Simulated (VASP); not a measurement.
Set up this calculation in VASP 6.6.1, as the native input.

```yaml
Task: single point
Functional: PBE
Potentials_or_basis: VASP PAW PBE potentials, release 64 (K_sv, H)
Cutoff: 520 eV
k_mesh: 8 × 8 × 6
Occupations: gaussian, width 0.1 eV
Spin: no spin polarisation
Dipole_correction: no
Further_INCAR_settings: ALGO = Normal; EDIFF = 1e-07; NBANDS = 26
```

The structure of K4H lies in POSCAR:

```
K4H
1.0
    5.5972980571      0.0000000000      0.0000000000
    0.0000000000      5.5972980571      0.0000000000
    0.0000000000      0.0000000000      7.9924317142
K H
4 1
Direct
    0.5000000000      0.0000000000      0.2305980602
    0.0000000000      0.5000000000      0.7694019398
    0.5000000000      0.0000000000      0.7694019398
    0.0000000000      0.5000000000      0.2305980602
    0.0000000000      0.0000000000      0.0000000000
```

This cell differs from its parent crystal: atoms taken out.

These files were run (other wordings do the same):

INCAR

```
SYSTEM = K4H
ALGO = Normal ; EDIFF = 1E-7
ENCUT = 520 ; GGA = PE
ISIF = 2 ; ISMEAR = 0
LASPH = .True. ; LCHARG = .False.
LREAL = .False. ; LWAVE = .False.
NBANDS = 26 ; NELM = 60
PREC = Accurate ; SIGMA = 0.1
```

KPOINTS

```
k-points
0
Gamma
  8 8 6
  0 0 0
```

Potentials or basis: VASP PAW PBE potentials, release 64 (K_sv, H).

Command:

```sh
$ cat potpaw_PBE.64/K_sv/POTCAR potpaw_PBE.64/H/POTCAR > POTCAR
$ mpirun -np 1 vasp_std > vasp.out
```

It gave:

- Pressure: 0.0 GPa
- Band gap on the k mesh: zero (an odd number of electrons rules out a gap without spin polarisation)

Caveat: the cell differs from its parent crystal (atoms taken out).

It took 4.5 min on 1 thread of Intel(R) Xeon(R) Platinum 8488C (Sapphire Rapids) (shared host), peak memory 0.48 GiB.
